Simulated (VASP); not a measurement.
TaSi16C15 (a cell with a defect): single point with PBE

The system is TaSi16C15 (a cell with a defect).

```
CELL_PARAMETERS angstrom
6.15200 0.00000 0.00000
-3.07600 5.32779 0.00000
0.00000 0.00000 10.09600
ATOMIC_POSITIONS crystal
Si 0.16667 0.33333 0.88656
Si 0.16667 0.33333 0.50699
Si 0.16485 0.83243 0.01253
Si 0.16337 0.83168 0.50666
Si 0.66757 0.33515 0.01253
Si 0.66832 0.33663 0.50666
Si 0.66757 0.83243 0.01253
Si 0.66832 0.83168 0.50666
Si 0.33512 0.16488 0.26494
Si 0.34767 0.15233 0.75261
Si 0.33512 0.67023 0.26494
Si 0.34767 0.69534 0.75261
Si 0.82977 0.16488 0.26494
Si 0.80466 0.15233 0.75261
Si 0.83333 0.66667 0.25672
Si 0.83333 0.66667 0.76260
Ta 0.16667 0.33333 0.10975
C 0.16667 0.33333 0.70236
C 0.16600 0.83300 0.19844
C 0.15883 0.82941 0.69215
C 0.66700 0.33400 0.19844
C 0.67059 0.34117 0.69215
C 0.66700 0.83300 0.19844
C 0.67059 0.82941 0.69215
C 0.33414 0.16586 0.45211
C 0.33644 0.16356 0.94165
C 0.33414 0.66829 0.45211
C 0.33644 0.67288 0.94165
C 0.83171 0.16586 0.45211
C 0.82712 0.16356 0.94165
C 0.83333 0.66667 0.44386
C 0.83333 0.66667 0.94790
```

```
Program                : VASP 6.6.1
Task                   : single point
Functional             : PBE
Potentials or basis    : VASP PAW PBE potentials, release 64 (Si, Ta_pv, C)
Cutoff                 : 520 eV
k mesh                 : 4 × 4 × 2
Occupations            : fermi-dirac, width 0.01 eV
Spin                   : collinear spin
Dipole correction      : no
Further INCAR settings : LREAL = Auto; ALGO = Normal; EDIFF = 1e-06; NBANDS = 94
```

```
Pressure                                              : 12.5 GPa
Largest force                                         : 0.079 eV/Å
Net moment                                            : 0.35 μB per cell
Site moments                                          : Si +0.00, +0.01 (each value once); Ta +0.04; C +0.01, +0.00, -0.00 (each value once) μB
Valence electrons inside the program's atomic spheres : Si 1.77, 1.65, 1.69, 1.74, 1.68 (each value once); Ta 9.33; C 2.51, 2.53, 2.59, 2.57, 2.52, 2.55 (each value once)
```

Forces on the atoms (eV/Å):
```
Si   0.000  0.000 -0.079
Si   0.000  0.000 -0.012
Si   0.011  0.006 -0.008
Si   0.012  0.007  0.008
Si   0.000 -0.013 -0.008
Si   0.000 -0.014  0.008
Si  -0.011  0.006 -0.008
Si  -0.012  0.007  0.008
Si   0.016 -0.009  0.022
Si   0.060 -0.035  0.014
Si   0.000  0.018  0.022
Si   0.000  0.069  0.014
Si  -0.016 -0.009  0.022
Si  -0.060 -0.035  0.014
Si   0.000  0.000 -0.017
Si   0.000  0.000 -0.033
Ta   0.000  0.000  0.040
C    0.000  0.000  0.035
C   -0.006 -0.003  0.000
C   -0.009 -0.005 -0.011
C    0.000  0.007  0.000
C    0.000  0.010 -0.011
C    0.006 -0.003  0.000
C    0.009 -0.005 -0.011
C   -0.004  0.002 -0.018
C   -0.007  0.004  0.010
C    0.000 -0.004 -0.018
C    0.000 -0.009  0.010
C    0.004  0.002 -0.018
C    0.007  0.004  0.010
C    0.000  0.000  0.013
C    0.000  0.000  0.002
```

Stress tensor (GPa, compression positive):
```
12.84  0.00  0.00
 0.00 12.84  0.00
 0.00  0.00 11.87
```

Levels at points of the mesh, in eV from the Fermi level:
Spin up:
```csv
k point,band 66,band 67,band 68,band 69,band 70,band 71
"(0.00, 0.00, 0.00)",-1.44,-1.44,-0.45,-0.04,-0.04,0.38
"(0.50, 0.00, 0.00)",-1.06,-0.99,0.39,0.46,0.57,0.86
"(0.00, 0.00, 0.50)",-1.43,-1.43,-0.59,-0.06,-0.06,0.43
"(0.50, 0.00, 0.50)",-0.99,-0.90,0.32,0.58,0.84,0.87
```
Spin down:
| k point | band 65 | band 66 | band 67 | band 68 | band 69 | band 70 |
| --- | --- | --- | --- | --- | --- | --- |
| (0.00, 0.00, 0.00) | -1.63 | -1.41 | -1.41 | -0.29 | 0.00 | 0.00 |
| (0.50, 0.00, 0.00) | -2.55 | -1.04 | -0.96 | 0.42 | 0.57 | 0.61 |
| (0.00, 0.00, 0.50) | -1.67 | -1.41 | -1.41 | -0.44 | -0.01 | -0.01 |
| (0.50, 0.00, 0.50) | -2.64 | -0.96 | -0.88 | 0.36 | 0.71 | 0.88 |

It took 30 min on 1 thread of AMD EPYC 9R45 96-Core Processor (Zen 5), on a shared host, peak memory 0.76 GiB.

Caveat: spin-orbit coupling is left out, which moves the levels of the heavy elements.
